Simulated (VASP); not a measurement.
# BN (Fmm2) in VASP: further runs, part 2 of 2

VASP 6.6.1. The steps go on from the part before.

### Step 3. Single point, PBE+D3(BJ)

This run uses another cell than the first one, of the same volume but with other edges.

INCAR

```
  PREC = Accurate
  ENCUT = 600
  EDIFF = 1E-6
  ISMEAR = 0
  SIGMA = 0.05
  LREAL = False
  LASPH = True
  NELM = 120
  ALGO = Normal
  ISIF = 2
  LWAVE = False
  LCHARG = True
  GGA = PE
  IVDW = 12
  LELF = True
  LVHAR = True
  NBANDS = 11
  GGA_COMPAT = False
```

KPOINTS

```
regular mesh
0
Gamma
  12 12 12
```

POSCAR

```
BN
1.0
    0.0000000000      2.8872741800      2.2768088191
    1.3601294312      0.0000000000      2.2768088191
    1.3601294312      2.8872741800      0.0000000000
B N
1 1
Direct
    0.0003144966      0.0003144966      0.9996855034
    0.6663854934      0.6663854934      0.3336145066
```

Potentials or basis: VASP PAW PBE potentials, release 64 (B, N).

Run with:

```
$ cat potpaw_PBE.64/B/POTCAR potpaw_PBE.64/N/POTCAR > POTCAR
$ mpirun -np 1 vasp_std > vasp.out
```

OUTCAR:

```text
PREC = Accurate
   ENCUT = 600
   EDIFF = 1E-6
   ISMEAR = 0
   LREAL = False
   LASPH = True
   NELM = 120
   ISIF = 2
   GGA = PE
   IVDW = 12
 IVDW          = 12

 ion  position               nearest neighbor table
   1  0.000  0.000  1.000-   2 1.52   2 1.56   2 1.56
   2  0.666  0.666  0.334-   1 1.52   1 1.56   1 1.56

  LATTYP: Found a face centered orthorhombic cell.
 ALAT       =     2.7202588624
 B/A-ratio  =     1.6739648205
 C/A-ratio  =     2.1227936943

  Lattice vectors:

 A1 = (   0.0000000000,   2.8872741800,   2.2768088191)
 A2 = (  -1.3601294312,   2.8872741800,   0.0000000000)
 A3 = (  -1.3601294312,   0.0000000000,   2.2768088191)

Analysis of symmetry for initial positions (statically):
=====================================================================
 Subroutine PRICEL returns:
 Original cell was already a primitive cell.

 Routine SETGRP: Setting up the symmetry group for a
 face centered orthorhombic supercell.

 Subroutine GETGRP returns: Found  4 space group operations
 (whereof  4 operations were pure point group operations)
 out of a pool of  8 trial point group operations.

The static configuration has the point symmetry C_2v.

Analysis of symmetry for dynamics (positions and initial velocities):
=====================================================================
 Subroutine PRICEL returns:
 Original cell was already a primitive cell.

 Routine SETGRP: Setting up the symmetry group for a
 face centered orthorhombic supercell.

 Subroutine GETGRP returns: Found  4 space group operations
 (whereof  4 operations were pure point group operations)
 out of a pool of  8 trial point group operations.

The dynamic configuration has the point symmetry C_2v.

 Subroutine INISYM returns: Found  4 space group operations
 (whereof  4 operations are pure point group operations),
 and found     1 'primitive' translations

----------------------------------------------------------------------------------------

                                     Primitive cell

  volume of cell :      17.8824

  direct lattice vectors                    reciprocal lattice vectors
     0.000000000  2.887274180  2.276808819    -0.367612073  0.173173716  0.219605615
     1.360129431  0.000000000  2.276808819     0.367612073 -0.173173716  0.219605615
     1.360129431  2.887274180  0.000000000     0.367612073  0.173173716 -0.219605615

  length of vectors
     3.676983898  2.652133192  3.191599013     0.461903018  0.461903018  0.461903018

  position of ions in fractional coordinates (direct lattice)
     0.000314497  0.000314497  0.999685503
     0.666385493  0.666385493  0.333614507

  ion indices of the primitive-cell ions
   primitive index   ion index
                 1           1
                 2           2

----------------------------------------------------------------------------------------

 KPOINTS: regular mesh

Automatic generation of k-mesh.
 Grid dimensions read from file:
 generate k-points for:   12   12   12

 Generating k-lattice:

  Cartesian coordinates                     Fractional coordinates (reciprocal lattice)
    -0.030634339  0.014431143  0.018300468     0.083333333  0.000000000  0.000000000
[... 41 lines left out ...]
   k-points           NKPTS =    280   k-points in BZ     NKDIM =    280   number of bands    NBANDS=     11
   number of dos      NEDOS =    301   number of ions     NIONS =      2
   total plane-waves  NPLWV =  20160
   dimension x,y,z NGX =    30 NGY =   24 NGZ =   28
   dimension x,y,z NGXF=    60 NGYF=   48 NGZF=   56
   ions per type =               1   1
   NGX,Y,Z   is equivalent  to a cutoff of  13.56, 15.04, 14.58 a.u.
   NGXF,Y,Z  is equivalent  to a cutoff of  27.13, 30.09, 29.17 a.u.
 SYSTEM =  unknown system
   PREC   = accura    normal or accurate (medium, high low for compatibility)
   ISTART =      0    job   : 0-new  1-cont  2-samecut
   ICHARG =      2    charge: 1-file 2-atom 10-const
   ISPIN  =      1    spin polarized calculation?
   LNONCOLLINEAR =      F non collinear calculations
   LSORBIT =      F    spin-orbit coupling
   LASPH  =      T    aspherical Exc in radial PAW
   ENCUT  =  600.0 eV  44.10 Ry    6.64 a.u.   7.34  5.30  6.37*2*pi/ulx,y,z
   NELM   =    120;   NELMIN=  2; NELMDL= -5     # of ELM steps
   EDIFF  = 0.1E-05   stopping-criterion for ELM
   LREAL  =      F    real-space projection
   EDIFFG = 0.1E-04   stopping-criterion for IOM
   NSW    =      0    number of steps for IOM
   IBRION =     -1    ionic relax: 0-MD 1-quasi-New 2-CG
   NFREE  =      0    steps in history (QN), initial steepest desc. (CG)
   ISIF   =      2    stress and relaxation
   ISYM   =      2    0-nonsym 1-usesym 2-fastsym
   POTIM  = 0.5000    time-step for ionic-motion
   TEBEG  =    0.0;   TEEND  =   0.0 temperature during run
   PSTRESS=    0.0 pullay stress
   NELECT =       8.0000    total number of electrons
   NUPDOWN=      -1.0000    fix difference up-down
   EMIN   =  10.00;   EMAX   =-10.00  energy-range for DOS
   EFERMI =   0.00;   METHOD = LEGACY
   ISMEAR =     0;   SIGMA  =   0.05  broadening in eV -4-tet -1-fermi 0-gaus
   EFERMI_NEDOS =   21; number of points for ismear=-14 and -15
   IALGO  =     38    algorithm
   IMIX   =      4    mixing-type and parameters
     AMIX     =   0.40;   BMIX     =  1.00
     AMIX_MAG =   1.60;   BMIX_MAG =  1.00
  volume/ion in A,a.u.               =       8.94        60.34
  Fermi-wavevector in a.u.,A,eV,Ry     =   1.252074  2.366076 21.329697  1.567688
  Thomas-Fermi vector in A             =   2.385991
   LORBIT       =      0    0 simple, 1 ext, 2 COOP (PROOUT), +10 PAW based schemes
   GGA     = PE    functional components
   LHFCALC =     F    Hartree Fock is set to
   AEXX    =    0.0000 exact exchange contribution
   IVDW    =    12    specifies the selected vdW correction
   LEPSILON=     F    determine dielectric tensor
   LRPA    =     F    only Hartree local field effects (RPA)
 non-spin polarized calculation
 Gauss-broadening in eV      SIGMA  =   0.05
  energy-cutoff  :      600.00
  volume of cell :       17.88
 maximum number of plane-waves:       614
 NGX is ok and might be reduce to    30

 number of electron       8.0000000 magnetization

 Free energy of the ion-electron system (eV)
  ---------------------------------------------------
  ext. energy  EPLUGINS =         0.00000000
  ---------------------------------------------------
  free energy    TOTEN  =       -17.03806350 eV

  energy without entropy =      -17.03806350  energy(sigma->0) =      -17.03806350

 E-fermi :   3.5661     XC(G=0): -10.5473

 val. band max:        3.3676850735   @ k =   0.5000  -0.4167   0.0833
 cond. band min:       5.5118056225   @ k =   0.0000   0.5000   0.5000
 fundamental gap:      2.1441205491
 Fermi energy:         3.5661340678

 k-point     1 :       0.0000    0.0000    0.0000
  band No.  band energies     occupation
      1     -14.3368      2.00000
      2       0.5694      2.00000
      3       1.1621      2.00000
      4       1.1660      2.00000
      5       8.3164      0.00000
      6      12.6444      0.00000
      7      12.8356      0.00000
      8      13.6609      0.00000
      9      15.8379      0.00000
     10      25.5410      0.00000
     11      26.7859      0.00000
[... 309 lines left out ...]
 k-point    24 :      -0.4167    0.1667   -0.0000
  band No.  band energies     occupation
      1     -11.2766      2.00000
      2      -5.2644      2.00000
      3      -2.4026      2.00000
      4       2.1055      2.00000
      5       6.9957      0.00000
      6      12.5972      0.00000
      7      15.7420      0.00000
      8      17.8903      0.00000
      9      19.8867      0.00000
     10      23.5921      0.00000
     11      24.7591      0.00000

 [... further k-points ...]

------------------------ aborting loop because EDIFF is reached ----------------------------------------

 Edisp (eV)   -0.29188

 E8    (eV) :    -0.0868

  FORCE on cell =-STRESS in cart. coord.  units (eV):
  Direction    XX          YY          ZZ          XY          YZ          ZX
  --------------------------------------------------------------------------------------
  -------------------------------------------------------------------------------------
  Total      -7.57546     0.83446    -5.79953     0.00000     0.00000     0.00000
  in kB    -678.72664    74.76366  -519.61123     0.00000     0.00000     0.00000
  external pressure =     -374.52 kB  Pullay stress =        0.00 kB

 VOLUME and BASIS-vectors are now :
 -----------------------------------------------------------------------------
  energy-cutoff  :      600.00
  volume of cell :       17.88
      direct lattice vectors                 reciprocal lattice vectors
     0.000000000  2.887274180  2.276808819    -0.367612073  0.173173716  0.219605615
     1.360129431  0.000000000  2.276808819     0.367612073 -0.173173716  0.219605615
     1.360129431  2.887274180  0.000000000     0.367612073  0.173173716 -0.219605615

 POSITION                                       TOTAL-FORCE (eV/Angst)
 -----------------------------------------------------------------------------------
      1.36013      2.88727      0.00143         0.000000      0.000000      0.006977
      1.36013      2.88727      3.03446         0.000000      0.000000     -0.006977
 -----------------------------------------------------------------------------------
    total drift:                                0.000001      0.000000     -0.000156

  FREE ENERGIE OF THE ION-ELECTRON SYSTEM (eV)
  ---------------------------------------------------
  free  energy   TOTEN  =       -17.3299464636 eV

  energy  without entropy=      -17.3299464636  energy(sigma->0) =      -17.32994646
```

OSZICAR:

```text
N       E                     dE             d eps       ncg     rms          rms(c)
DAV:   1     0.161774768030E+02    0.16177E+02   -0.50241E+03  6216   0.772E+02
DAV:   2    -0.172727933533E+02   -0.33450E+02   -0.31817E+02  7354   0.174E+02
DAV:   3    -0.182272287398E+02   -0.95444E+00   -0.95250E+00  7670   0.265E+01
DAV:   4    -0.182297320891E+02   -0.25033E-02   -0.25033E-02  6738   0.145E+00
DAV:   5    -0.182297389847E+02   -0.68956E-05   -0.68956E-05  7675   0.715E-02    0.685E+00
DAV:   6    -0.171125032717E+02    0.11172E+01   -0.52960E+00  7450   0.124E+01    0.303E+00
DAV:   7    -0.170577136260E+02    0.54790E-01   -0.11353E-01  7281   0.282E+00    0.191E+00
DAV:   8    -0.170380508271E+02    0.19663E-01   -0.57496E-02  7498   0.160E+00    0.179E-01
DAV:   9    -0.170378815476E+02    0.16928E-03   -0.27467E-03  6771   0.384E-01    0.989E-02
DAV:  10    -0.170380530636E+02   -0.17152E-03   -0.34125E-04  7038   0.156E-01    0.178E-02
DAV:  11    -0.170380622252E+02   -0.91615E-05   -0.18834E-05  7037   0.322E-02    0.143E-02
DAV:  12    -0.170380634447E+02   -0.12195E-05   -0.42590E-06  6922   0.144E-02    0.914E-04
DAV:  13    -0.170380634969E+02   -0.52226E-07   -0.16239E-07  3641   0.349E-03
   1 F= -.17329946E+02 E0= -.17329946E+02  d E =-.520610E-11
```

stdout:

```text
POSCAR found type information on POSCAR B N
 POSCAR found :  2 types and       2 ions
 scaLAPACK will be used
 LDA part: xc-table for (Slater+PW92), standard interpolation
 POSCAR, INCAR and KPOINTS ok, starting setup
 FFT: planning ... GRIDC
 FFT: planning ... GRID_SOFT
 FFT: planning ... GRID
 WAVECAR not read
 entering main loop
```

Run time: 94 s. Hardware: 1 thread of Intel Xeon 8259CL, shared host; peak memory 0.21 GiB.

What came out:

```yaml
Free_energy: -17.3299 eV
Pressure: -37.5 GPa
Largest_force: 0.007 eV/Å
Band_gap_on_the_k_mesh: 2.14 eV (least direct gap 4.01 eV)
Dispersion_energy_per_atom: -0.146 eV
```

Forces on the atoms (eV/Å):
```
B    0.000  0.000  0.007
N    0.000  0.000 -0.007
```

Stress tensor (GPa, compression positive):
```
-67.87   0.00   0.00
  0.00   7.48   0.00
  0.00   0.00 -51.96
```

Caveat: the cell differs from its parent crystal (strain +e along x and -e along y +0.1100, strain +e along z and -e/2 along x and y +0.0500); the stress differs along the axes, from -68 to 7 GPa. A k mesh can miss the band edges.
